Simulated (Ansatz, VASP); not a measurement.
**One calculation of Be3Cr, two programs**

```
CELL_PARAMETERS angstrom
3.27229 0.00000 0.00000
0.00000 3.27229 0.00000
0.00000 0.00000 3.27229
ATOMIC_POSITIONS crystal
Be 0.00000 0.50000 0.50000
Be 0.50000 0.00000 0.50000
Be 0.50000 0.50000 0.00000
Cr 0.00000 0.00000 0.00000
```

Alike in both runs: task relaxation of cell and atoms; functional PBE; k mesh 14 × 14 × 14; occupations gaussian, width 0.1 eV; no spin polarisation.

```csv
,VASP,Ansatz
version,VASP 6.6.1,Ansatz 0.2.0
potentials or method,"VASP PAW PBE potentials, release 64 (Be, Cr_pv), cutoff 600 eV","scalar-relativistic, plane waves, PAW"
valence electrons in the cell,18,20
```

Ansatz gave:

```
gap on the k mesh at the Fermi level, each at its own relaxed structure (eV) : none
relaxed volume (Å³/atom)                                                     : 8.77
relaxed length of the cell vector where the two differ most in proportion (Å)              : 3.273
```

Question: Which values does VASP return?

Answer: gap on the k mesh at the Fermi level, each at its own relaxed structure (eV): none; relaxed volume (Å³/atom): 8.76; relaxed length of the cell vector where the two differ most in proportion (Å): 3.272.

A gap of «none» marks a metal or a gap that the smearing closes. VASP's potentials hold 18 valence electrons a cell and Ansatz's 20, so a difference there can come from the potentials and not from the codes.

Noted on VASP's run: the relaxation stopped at its first step, so nothing moved.
